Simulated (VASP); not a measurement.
# GaN (F-43m) in VASP: further runs, part 2 of 3

VASP 6.6.1.

**4. Single point, LDA**

This run uses another cell than the first one, of 11.00 Å³/atom, 1.041 times its volume.

INCAR reads:

```
SYSTEM = GaN
PREC = Accurate
ENCUT = 520
EDIFF = 1E-7
ISMEAR = 0
SIGMA = 0.01
LREAL = .False.
LASPH = .True.
NELM = 80
ALGO = Normal
ISIF = 2
LWAVE = .False.
LCHARG = .True.
LELF = .True.
LVHAR = .True.
NBANDS = 16
```

KPOINTS reads:

```
regular mesh
0
Gamma
  10 10 10
  0 0 0
```

POSCAR reads:

```
GaN
1.0
    0.0000000000      2.2241469589      2.2241469589
    2.2241469589      0.0000000000      2.2241469589
    2.2241469589      2.2241469589      0.0000000000
Ga N
1 1
Direct
    0.0000000000      0.0000000000      0.0000000000
    0.2500000000      0.2500000000      0.2500000000
```

Potentials or basis: VASP PAW LDA potentials, release 64 (Ga_d, N).

Started as:

```
cat potpaw_LDA.64/Ga_d/POTCAR potpaw_LDA.64/N/POTCAR > POTCAR
mpirun -np 1 vasp_std > vasp.out
```

OUTCAR:

```text
SYSTEM = GaN
   PREC = Accurate
   ENCUT = 520
   EDIFF = 1E-7
   ISMEAR = 0
   LREAL = .False.
   LASPH = .True.
   NELM = 80
   ISIF = 2

 ion  position               nearest neighbor table
   1  0.000  0.000  0.000-   2 1.93   2 1.93   2 1.93   2 1.93
   2  0.250  0.250  0.250-   1 1.93   1 1.93   1 1.93   1 1.93

  LATTYP: Found a face centered cubic cell.
 ALAT       =     4.4482939178

  Lattice vectors:

 A1 = (   0.0000000000,   2.2241469589,   2.2241469589)
 A2 = (   2.2241469589,   0.0000000000,   2.2241469589)
 A3 = (   2.2241469589,   2.2241469589,   0.0000000000)

Analysis of symmetry for initial positions (statically):
=====================================================================
 Subroutine PRICEL returns:
 Original cell was already a primitive cell.

 Routine SETGRP: Setting up the symmetry group for a
 face centered cubic supercell.

 Subroutine GETGRP returns: Found 24 space group operations
 (whereof 24 operations were pure point group operations)
 out of a pool of 48 trial point group operations.

The static configuration has the point symmetry T_d .

Analysis of symmetry for dynamics (positions and initial velocities):
=====================================================================
 Subroutine PRICEL returns:
 Original cell was already a primitive cell.

 Routine SETGRP: Setting up the symmetry group for a
 face centered cubic supercell.

 Subroutine GETGRP returns: Found 24 space group operations
 (whereof 24 operations were pure point group operations)
 out of a pool of 48 trial point group operations.

The dynamic configuration has the point symmetry T_d .

 Subroutine INISYM returns: Found 24 space group operations
 (whereof 24 operations are pure point group operations),
 and found     1 'primitive' translations

----------------------------------------------------------------------------------------

                                     Primitive cell

  volume of cell :      22.0050

  direct lattice vectors                    reciprocal lattice vectors
     0.000000000  2.224146959  2.224146959    -0.224805289  0.224805289  0.224805289
     2.224146959  0.000000000  2.224146959     0.224805289 -0.224805289  0.224805289
     2.224146959  2.224146959  0.000000000     0.224805289  0.224805289 -0.224805289

  length of vectors
     3.145418794  3.145418794  3.145418794     0.389374182  0.389374182  0.389374182

  position of ions in fractional coordinates (direct lattice)
     0.000000000  0.000000000  0.000000000
     0.250000000  0.250000000  0.250000000

  ion indices of the primitive-cell ions
   primitive index   ion index
                 1           1
                 2           2

----------------------------------------------------------------------------------------

 KPOINTS: regular mesh

Automatic generation of k-mesh.
 Grid dimensions read from file:
 generate k-points for:   10   10   10

 Generating k-lattice:

  Cartesian coordinates                     Fractional coordinates (reciprocal lattice)
    -0.022480529  0.022480529  0.022480529     0.100000000  0.000000000  0.000000000
     0.022480529 -0.022480529  0.022480529     0.000000000  0.100000000  0.000000000
     0.022480529  0.022480529 -0.022480529     0.000000000  0.000000000  0.100000000

  Length of vectors
     0.038937418  0.038937418  0.038937418

  Shift w.r.t. Gamma in fractional coordinates (k-lattice)
     0.000000000  0.000000000  0.000000000

 Subroutine IBZKPT returns following result:
 ===========================================

 Found     47 irreducible k-points:

 Following reciprocal coordinates:
            Coordinates               Weight
  0.000000  0.000000  0.000000      1.000000
  0.100000  0.000000  0.000000      8.000000
  0.200000  0.000000  0.000000      8.000000
  0.300000  0.000000  0.000000      8.000000
  0.400000  0.000000  0.000000      8.000000
  0.500000  0.000000  0.000000      4.000000
[... 16 lines left out ...]
  0.300000  0.300000  0.000000      6.000000
  0.400000  0.300000  0.000000     24.000000
 [... further k-points ...]
   k-points           NKPTS =     47   k-points in BZ     NKDIM =     47   number of bands    NBANDS=     16
   number of dos      NEDOS =    301   number of ions     NIONS =      2
   total plane-waves  NPLWV =  13824
   dimension x,y,z NGX =    24 NGY =   24 NGZ =   24
   dimension x,y,z NGXF=    48 NGYF=   48 NGZF=   48
   ions per type =               1   1
   NGX,Y,Z   is equivalent  to a cutoff of  12.68, 12.68, 12.68 a.u.
   NGXF,Y,Z  is equivalent  to a cutoff of  25.37, 25.37, 25.37 a.u.
 SYSTEM =  GaN
   PREC   = accura    normal or accurate (medium, high low for compatibility)
   ISTART =      0    job   : 0-new  1-cont  2-samecut
   ICHARG =      2    charge: 1-file 2-atom 10-const
   ISPIN  =      1    spin polarized calculation?
   LNONCOLLINEAR =      F non collinear calculations
   LSORBIT =      F    spin-orbit coupling
   LASPH  =      T    aspherical Exc in radial PAW
   ENCUT  =  520.0 eV  38.22 Ry    6.18 a.u.   5.85  5.85  5.85*2*pi/ulx,y,z
   NELM   =     80;   NELMIN=  2; NELMDL= -5     # of ELM steps
   EDIFF  = 0.1E-06   stopping-criterion for ELM
   LREAL  =      F    real-space projection
   EDIFFG = 0.1E-05   stopping-criterion for IOM
   NSW    =      0    number of steps for IOM
   IBRION =     -1    ionic relax: 0-MD 1-quasi-New 2-CG
   NFREE  =      0    steps in history (QN), initial steepest desc. (CG)
   ISIF   =      2    stress and relaxation
   ISYM   =      2    0-nonsym 1-usesym 2-fastsym
   POTIM  = 0.5000    time-step for ionic-motion
   TEBEG  =    0.0;   TEEND  =   0.0 temperature during run
   PSTRESS=    0.0 pullay stress
   NELECT =      18.0000    total number of electrons
   NUPDOWN=      -1.0000    fix difference up-down
   EMIN   =  10.00;   EMAX   =-10.00  energy-range for DOS
   EFERMI =   0.00;   METHOD = LEGACY
   ISMEAR =     0;   SIGMA  =   0.01  broadening in eV -4-tet -1-fermi 0-gaus
   EFERMI_NEDOS =   21; number of points for ismear=-14 and -15
   IALGO  =     38    algorithm
   IMIX   =      4    mixing-type and parameters
     AMIX     =   0.40;   BMIX     =  1.00
     AMIX_MAG =   1.60;   BMIX_MAG =  1.00
  volume/ion in A,a.u.               =      11.00        74.25
  Fermi-wavevector in a.u.,A,eV,Ry     =   1.531060  2.893284 31.894022  2.344144
  Thomas-Fermi vector in A             =   2.638457
   LORBIT       =      0    0 simple, 1 ext, 2 COOP (PROOUT), +10 PAW based schemes
   GGA     = CA    functional components
   LHFCALC =     F    Hartree Fock is set to
   AEXX    =    0.0000 exact exchange contribution
   IVDW    =     0    specifies the selected vdW correction
   LEPSILON=     F    determine dielectric tensor
   LRPA    =     F    only Hartree local field effects (RPA)
 non-spin polarized calculation
 Gauss-broadening in eV      SIGMA  =   0.01
  energy-cutoff  :      520.00
  volume of cell :       22.00
 maximum number of plane-waves:       609
   NGX = 11   NGY = 11   NGZ = 11

 number of electron      18.0000014 magnetization

 Free energy of the ion-electron system (eV)
  ---------------------------------------------------
  ext. energy  EPLUGINS =         0.00000000
  ---------------------------------------------------
  free energy    TOTEN  =       -13.94267067 eV

  energy without entropy =      -13.94267067  energy(sigma->0) =      -13.94267067

 E-fermi :   5.5397     XC(G=0): -12.3296

 val. band max:        5.4743652475   @ k =   0.0000   0.0000   0.0000
 cond. band min:       7.4775015734   @ k =   0.0000   0.0000   0.0000
 fundamental gap:      2.0031363259
 Fermi energy:         5.5396982326

 k-point     1 :       0.0000    0.0000    0.0000
  band No.  band energies     occupation
      1     -10.6767      2.00000
      2      -8.1221      2.00000
      3      -8.1221      2.00000
      4      -8.1221      2.00000
      5      -7.7625      2.00000
      6      -7.7625      2.00000
[... 8 lines left out ...]
     15      24.4533      0.00000
     16      24.4533      0.00000

 k-point     2 :       0.1000    0.0000    0.0000
  band No.  band energies     occupation
      1     -10.5557      2.00000
      2      -8.1069      2.00000
      3      -8.1069      2.00000
      4      -8.0846      2.00000
      5      -7.7641      2.00000
      6      -7.7641      2.00000
[... 8 lines left out ...]
     15      23.1681      0.00000
     16      23.1681      0.00000
[... 387 lines left out ...]
      5      -7.7061      2.00000
      6      -7.2835      2.00000
[... 8 lines left out ...]
     15      27.8337      0.00000
     16      28.4557      0.00000

 k-point    24 :       0.4000    0.3000    0.0000
  band No.  band energies     occupation
      1      -9.6112      2.00000
      2      -7.9869      2.00000
      3      -7.8716      2.00000
      4      -7.8701      2.00000
      5      -7.6948      2.00000
      6      -6.7778      2.00000
[... 8 lines left out ...]
     15      28.2289      0.00000
     16      28.2894      0.00000

 [... further k-points ...]
[... 5 lines left out ...]
  --------------------------------------------------------------------------------------
  -------------------------------------------------------------------------------------
  Total        0.2901375      0.2901375      0.2901375      0.0000000      0.0000000      0.0000000
  in kB       21.1248684     21.1248684     21.1248684      0.0000000      0.0000000      0.0000000
  external PRESSURE =      21.1248684 kB  Pullay stress =       0.0000000 kB

 VOLUME and BASIS-vectors are now :
 -----------------------------------------------------------------------------
  energy-cutoff  :      520.00
  volume of cell :       22.00
      direct lattice vectors                 reciprocal lattice vectors
     0.000000000  2.224146959  2.224146959    -0.224805289  0.224805289  0.224805289
     2.224146959  0.000000000  2.224146959     0.224805289 -0.224805289  0.224805289
     2.224146959  2.224146959  0.000000000     0.224805289  0.224805289 -0.224805289

 POSITION                                       TOTAL-FORCE (eV/Angst)
 -----------------------------------------------------------------------------------
      0.00000      0.00000      0.00000         0.000000     -0.000000     -0.000000
      1.11207      1.11207      1.11207        -0.000000      0.000000      0.000000
 -----------------------------------------------------------------------------------
    total drift:                                0.000002      0.000002      0.000002

  FREE ENERGIE OF THE ION-ELECTRON SYSTEM (eV)
  ---------------------------------------------------
  free  energy   TOTEN  =       -13.9426706730 eV

  energy  without entropy=      -13.9426706730  energy(sigma->0) =      -13.94267067
```

OSZICAR:

```text
N       E                     dE             d eps       ncg     rms          rms(c)
DAV:   1     0.816071131853E+02    0.81607E+02   -0.93155E+03  1680   0.205E+03
DAV:   2    -0.101224513571E+02   -0.91730E+02   -0.85893E+02  1680   0.345E+02
DAV:   3    -0.159702945781E+02   -0.58478E+01   -0.58246E+01  1720   0.696E+01
DAV:   4    -0.160309766688E+02   -0.60682E-01   -0.60674E-01  1880   0.737E+00
DAV:   5    -0.160316742031E+02   -0.69753E-03   -0.69753E-03  1816   0.762E-01    0.764E+00
DAV:   6    -0.139994401293E+02    0.20322E+01   -0.49382E+00  2264   0.414E+01    0.268E+00
DAV:   7    -0.139708812628E+02    0.28559E-01   -0.25386E-01  1672   0.595E+00    0.170E+00
DAV:   8    -0.139457588081E+02    0.25122E-01   -0.65850E-02  1824   0.273E+00    0.685E-01
DAV:   9    -0.139426847012E+02    0.30741E-02   -0.11101E-02  2024   0.227E+00    0.192E-01
DAV:  10    -0.139427498927E+02   -0.65191E-04   -0.14889E-03  1872   0.530E-01    0.829E-02
DAV:  11    -0.139426686314E+02    0.81261E-04   -0.22841E-04  2288   0.258E-01    0.909E-03
DAV:  12    -0.139426707296E+02   -0.20983E-05   -0.19033E-05  1704   0.391E-02    0.451E-03
DAV:  13    -0.139426706730E+02    0.56590E-07   -0.39664E-07  2144   0.140E-02
   1 F= -.13942671E+02 E0= -.13942671E+02  d E =-.490818E-23
```

Run time: 12 s. Hardware: 1 thread of Intel Xeon Platinum 8488C (Sapphire Rapids), shared host; peak memory 0.13 GiB.

Results:

- Free energy: -13.9427 eV
- Pressure: 2.1 GPa
- Band gap on the k mesh: 2.00 eV, direct

LDA gaps usually lie below the measured ones, often by a third to a half.

**5. Single point, LDA**

This run uses another cell than the first one, of 10.95 Å³/atom, 1.036 times its volume.

INCAR reads:

```
PREC = Accurate
ENCUT = 520
EDIFF = 1E-6
ISMEAR = 0
SIGMA = 0.01
LREAL = False
LASPH = True
NELM = 60
ALGO = Normal
ISIF = 2
LWAVE = False
LCHARG = False
GGA = CA
NBANDS = 16
```

KPOINTS reads:

```
Automatic mesh
0
Gamma
  10 10 10
```

POSCAR reads:

```
GaN
1.0
    0.0000000000      2.2206568717      2.2206568717
    2.2206568717      0.0000000000      2.2206568717
    2.2206568717      2.2206568717      0.0000000000
Ga N
1 1
Direct
    0.0000000000      0.0000000000      0.0000000000
    0.2500000000      0.2500000000      0.2500000000
```

Started as:

```
cat potpaw_LDA.64/Ga_d/POTCAR potpaw_LDA.64/N/POTCAR > POTCAR
mpirun -np 1 vasp_std > vasp.out
```

Wall time 9 s (1 thread of Intel Xeon Platinum 8488C (Sapphire Rapids), shared host); peak memory 0.13 GiB.

It converged, with:

* Free energy: -13.9409 eV
* Pressure: 3.1 GPa
* Band gap on the k mesh: 2.03 eV, direct

Levels at points of the mesh, in eV from the valence-band top:
| k point | band 5 | band 6 | band 7 | band 8 | band 9 | band 10 | band 11 | band 12 | band 13 | band 14 |
| --- | --- | --- | --- | --- | --- | --- | --- | --- | --- | --- |
| (0.00, 0.00, 0.00) | -13.24 | -13.24 | 0.00 | 0.00 | 0.00 | 2.03 | 10.39 | 10.39 | 10.39 | 17.90 |
| (0.50, 0.00, 0.00) | -13.18 | -11.86 | -7.42 | -1.04 | -1.04 | 4.85 | 8.82 | 10.43 | 10.43 | 15.77 |
| (0.50, 0.50, 0.00) | -13.15 | -11.39 | -6.39 | -2.89 | -2.89 | 3.26 | 6.74 | 11.82 | 14.22 | 14.22 |

(Continued in part 3 of 3.)
